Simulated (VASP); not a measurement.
# SnO2 (Pbcn) in VASP: notebook, part 3 of 3

VASP 6.6.1.

## 4. Single point, LDA (13.46 Å³/atom)

This run uses another cell than the first one, of 13.46 Å³/atom.

The input, INCAR:

```
ALGO = Normal ; EDIFF = 1E-6
ENCUT = 520 ; GGA = CA
ISIF = 2 ; ISMEAR = 0
LASPH = True ; LCHARG = False
LREAL = False ; LWAVE = False
NBANDS = 64 ; NELM = 100
PREC = Accurate ; SIGMA = 0.05
```

The input, KPOINTS:

```
k-points
0
Gamma
  6 6 6
```

The input, POSCAR:

```
SnO2
1.0
    5.0737421471      0.0000000000      0.0000000000
    0.0000000000      5.6702915551      0.0000000000
    0.0000000000      0.0000000000      5.6134258190
Sn O
4 8
Direct
    0.5000000000      0.6673419135      0.7500000000
    0.0000000000      0.8326580865      0.2500000000
    0.5000000000      0.3326580865      0.2500000000
    0.0000000000      0.1673419135      0.7500000000
    0.7309254637      0.6050162923      0.0776916535
    0.2309254637      0.8949837077      0.9223083465
    0.7690745363      0.8949837077      0.5776916535
    0.2690745363      0.6050162923      0.4223083465
    0.7309254637      0.3949837077      0.5776916535
    0.2309254637      0.1050162923      0.4223083465
    0.7690745363      0.1050162923      0.0776916535
    0.2690745363      0.3949837077      0.9223083465
```

Potentials or basis: VASP PAW LDA potentials, release 64 (Sn_d, O).

Started as:

```sh
cat potpaw_LDA.64/Sn_d/POTCAR potpaw_LDA.64/O/POTCAR > POTCAR
mpirun -np 1 vasp_std > vasp.out
```

OUTCAR:

```text
EDIFF = 1E-6
   ENCUT = 520
   GGA = CA
   ISIF = 2
   ISMEAR = 0
   LASPH = True
   LREAL = False
   NELM = 100
   PREC = Accurate

 ion  position               nearest neighbor table
   1  0.500  0.667  0.750-   6 2.11   7 2.11   9 2.17  12 2.17   5 2.21   8 2.21   3 3.39   3 3.39

   2  0.000  0.833  0.250-   5 2.11   8 2.11  10 2.17  11 2.17   7 2.21   6 2.21   4 3.39   4 3.39

   3  0.500  0.333  0.250-  10 2.11  11 2.11   5 2.17   8 2.17   9 2.21  12 2.21   1 3.39   1 3.39

   4  0.000  0.167  0.750-   9 2.11  12 2.11   6 2.17   7 2.17  11 2.21  10 2.21   2 3.39   2 3.39

   5  0.731  0.605  0.078-   2 2.11   3 2.17   1 2.21
   6  0.231  0.895  0.922-   1 2.11   4 2.17   2 2.21
   7  0.769  0.895  0.578-   1 2.11   4 2.17   2 2.21
   8  0.269  0.605  0.422-   2 2.11   3 2.17   1 2.21
   9  0.731  0.395  0.578-   4 2.11   1 2.17   3 2.21
  10  0.231  0.105  0.422-   3 2.11   2 2.17   4 2.21
[... 221 lines left out ...]
      2     -16.2052      2.00000
      3     -16.1618      2.00000
      4     -15.8737      2.00000
      5     -15.8541      2.00000
      6     -15.7962      2.00000
[... 1597 lines left out ...]
     63      13.5241      0.00000
     64      13.5242      0.00000

 [... further k-points ...]

------------------------ aborting loop because EDIFF is reached ----------------------------------------

  FORCE on cell =-STRESS in cart. coord.  units (eV):
  Direction    XX          YY          ZZ          XY          YZ          ZX
  --------------------------------------------------------------------------------------
  -------------------------------------------------------------------------------------
  Total      -24.6105054    -13.8510353    -27.2762058      0.0000000      0.0000000     -0.0000000
  in kB     -244.1570927   -137.4140211   -270.6031016      0.0000000      0.0000000     -0.0000000
  external PRESSURE =    -217.3914052 kB  Pullay stress =       0.0000000 kB

 VOLUME and BASIS-vectors are now :
 -----------------------------------------------------------------------------
  energy-cutoff  :      520.00
  volume of cell :      161.50
      direct lattice vectors                 reciprocal lattice vectors
     5.073742147  0.000000000  0.000000000     0.197093185  0.000000000  0.000000000
     0.000000000  5.670291555  0.000000000     0.000000000  0.176357775  0.000000000
     0.000000000  0.000000000  5.613425819     0.000000000  0.000000000  0.178144333

 POSITION                                       TOTAL-FORCE (eV/Angst)
 -----------------------------------------------------------------------------------
      2.53687      3.78402      4.21007        -0.000000     -0.283724      0.000000
      0.00000      4.72141      1.40336        -0.000000      0.283724      0.000000
      2.53687      1.88627      1.40336        -0.000000      0.283724      0.000000
      0.00000      0.94888      4.21007        -0.000000     -0.283724      0.000000
      3.70853      3.43062      0.43612        -0.452120     -0.000497     -0.009687
      1.17166      5.07482      5.17731        -0.452120      0.000497      0.009687
      3.90209      5.07482      3.24283         0.452120      0.000497     -0.009687
      1.36521      3.43062      2.37060         0.452120     -0.000497      0.009687
      3.70853      2.23967      3.24283        -0.452120      0.000497     -0.009687
      1.17166      0.59547      2.37060        -0.452120     -0.000497      0.009687
      3.90209      0.59547      0.43612         0.452120     -0.000497     -0.009687
      1.36521      2.23967      5.17731         0.452120      0.000497      0.009687
 -----------------------------------------------------------------------------------
    total drift:                               -0.000000      0.000000      0.000000

  FREE ENERGIE OF THE ION-ELECTRON SYSTEM (eV)
  ---------------------------------------------------
  free  energy   TOTEN  =       -82.4216545118 eV

  energy  without entropy=      -82.4210145042  energy(sigma->0) =      -82.42133451
```

OSZICAR:

```text
N       E                     dE             d eps       ncg     rms          rms(c)
DAV:   1     0.154199172802E+04    0.15420E+04   -0.48812E+04  9472   0.248E+03
DAV:   2     0.238981637916E+03   -0.13030E+04   -0.12394E+04  8656   0.776E+02
DAV:   3    -0.668998343268E+02   -0.30588E+03   -0.29799E+03  9000   0.272E+02
DAV:   4    -0.933767794218E+02   -0.26477E+02   -0.26163E+02 10232   0.879E+01
DAV:   5    -0.941908087477E+02   -0.81403E+00   -0.81086E+00  9600   0.162E+01    0.204E+01
DAV:   6    -0.826090304736E+02    0.11582E+02   -0.43179E+01 13040   0.736E+01    0.781E+00
DAV:   7    -0.826276651478E+02   -0.18635E-01   -0.47616E+00  9216   0.929E+00    0.439E+00
DAV:   8    -0.824695083901E+02    0.15816E+00   -0.97616E-01 10560   0.492E+00    0.135E+00
DAV:   9    -0.824204841689E+02    0.49024E-01   -0.19129E-01 11744   0.339E+00    0.199E-01
DAV:  10    -0.824216205255E+02   -0.11364E-02   -0.14961E-02 10072   0.821E-01    0.106E-01
DAV:  11    -0.824216884034E+02   -0.67878E-04   -0.12797E-03 12952   0.232E-01    0.579E-02
DAV:  12    -0.824216583120E+02    0.30091E-04   -0.11742E-04 11264   0.716E-02    0.287E-02
DAV:  13    -0.824216543995E+02    0.39125E-05   -0.32237E-05  9208   0.259E-02    0.355E-03
DAV:  14    -0.824216545118E+02   -0.11232E-06   -0.10570E-06  5600   0.661E-03
   1 F= -.82421655E+02 E0= -.82421335E+02  d E =-.640008E-03
```

Wall time 17 min (1 thread of Intel Xeon 8259CL, shared host); peak memory 0.52 GiB.

What came out:

| Property | Result |
| --- | --- |
| Free energy | -82.4217 eV |
| Pressure | -21.7 GPa |
| Largest force | 0.452 eV/Å |
| Band gap on the k mesh | zero (bands 52 and 53 overlap by 0.04 eV) |

Forces on the atoms (eV/Å):
```
Sn   0.000 -0.284  0.000
Sn   0.000  0.284  0.000
Sn   0.000  0.284  0.000
Sn   0.000 -0.284  0.000
O   -0.452  0.000 -0.010
O   -0.452  0.000  0.010
O    0.452  0.000 -0.010
O    0.452  0.000  0.010
O   -0.452  0.000 -0.010
O   -0.452  0.000  0.010
O    0.452  0.000 -0.010
O    0.452  0.000  0.010
```

Caveat: the cell stands under tension; semilocal functionals underestimate gaps, so a narrow gap can read as zero; spin-orbit coupling is left out, which moves the levels of the heavy elements.

## 5. Single point, LDA (13.46 Å³/atom)

This run uses another cell than the first one, of 13.46 Å³/atom.

The input, INCAR:

```
SYSTEM = SnO2
PREC = Accurate ; ENCUT = 520
EDIFF = 1E-6 ; ISMEAR = 0
SIGMA = 0.05 ; LREAL = .FALSE.
LASPH = .TRUE. ; NELM = 60
ALGO = Normal ; ISIF = 2
LWAVE = .FALSE. ; LCHARG = .TRUE.
LELF = .TRUE. ; LVHAR = .TRUE.
NBANDS = 64
```

The input, KPOINTS:

```
regular mesh
0
G
  6 6 6
  0 0 0
```

POSCAR, as its differences from that of step 4:

```diff
@@ -2,5 +2,5 @@
 1.0
-    5.0737421471      0.0000000000      0.0000000000
-    0.0000000000      5.6702915551      0.0000000000
-    0.0000000000      0.0000000000      5.6134258190
+    5.0287438375      0.0000000000      0.0000000000
+    0.0000000000      5.7722236192      0.0000000000
+    0.0000000000      0.0000000000      5.5636411304
 Sn O
```

Started as:

```sh
cat potpaw_LDA.64/Sn_d/POTCAR potpaw_LDA.64/O/POTCAR > POTCAR
mpirun -np 1 vasp_std > vasp.out
```

It took 5.9 min on 1 thread of Intel Xeon 6975P-C (Granite Rapids), shared host; peak memory 0.53 GiB.

The run converged. Its results:

```yaml
Free_energy: -82.6028 eV
Pressure: -21.9 GPa
Largest_force: 0.416 eV/Å
```

Forces in eV/Å, atoms in the order of the input:
```
Sn   0.000 -0.302  0.000
Sn   0.000  0.302  0.000
Sn   0.000  0.302  0.000
Sn   0.000 -0.302  0.000
O   -0.414  0.037 -0.021
O   -0.414 -0.037  0.021
O    0.414 -0.037 -0.021
O    0.414  0.037  0.021
O   -0.414 -0.037 -0.021
O   -0.414  0.037  0.021
O    0.414  0.037 -0.021
O    0.414 -0.037  0.021
```

Stress tensor (GPa, compression positive):
```
-23.34   0.00   0.00
  0.00 -16.38   0.00
  0.00   0.00 -25.83
```

Levels at points of the mesh, in eV from the Fermi level:
```csv
k point,band 50,band 51,band 52,band 53,band 54,band 55
"(0.00, 0.00, 0.00)",-0.33,-0.11,-0.07,-0.02,4.43,4.61
"(0.50, 0.00, 0.00)",-0.26,-0.09,-0.09,3.03,3.03,3.65
"(0.00, 0.50, 0.00)",-0.97,-0.25,-0.25,2.61,2.61,5.18
"(0.50, 0.50, 0.00)",-0.70,-0.35,-0.35,3.40,3.40,4.41
"(0.00, 0.00, 0.50)",-0.44,-0.15,-0.15,2.88,2.88,4.56
"(0.50, 0.00, 0.50)",-0.22,-0.22,-0.22,3.45,3.45,3.45
"(0.00, 0.50, 0.50)",-0.44,-0.44,-0.44,3.92,3.92,3.92
"(0.50, 0.50, 0.50)",-0.48,-0.48,-0.48,3.88,3.88,3.88
```

Caveat: the cell stands under tension; spin-orbit coupling is left out, which moves the levels of the heavy elements.

## 6. The runs side by side

```tsv
cell	gap on the mesh (eV)	pressure (GPa)	largest force (eV/Å)
a = 4.744, b = 5.592, c = 5.248 Å, 12 atoms	1.49	1.3	0.12
a = 4.358, b = 5.566, c = 4.821 Å, 12 atoms	3.79	61.0	1.33
a = 5.074, b = 5.670, c = 5.613 Å, 12 atoms	none	-21.7	0.45
a = 5.029, b = 5.772, c = 5.564 Å, 12 atoms	-	-21.9	0.42
```

Alike in all rows: task single point; level LDA; potentials or basis VASP PAW LDA potentials, release 64 (Sn_d, O); no spin polarisation; k mesh 6 × 6 × 6; cutoff (eV) 520; smearing gaussian 0.05 eV.

Caveats: spin-orbit coupling is left out, which moves the levels of the heavy elements; the cell stands under tension (at least some runs); the cell stands under pressure (at least some runs); forces of over 1 eV/Å act on the atoms, so gaps and moduli don't describe the material at rest (at least some runs); semilocal functionals underestimate gaps, so a narrow gap can read as zero (at least some runs).

Absolute energies hang on the potentials; compare differences alone.
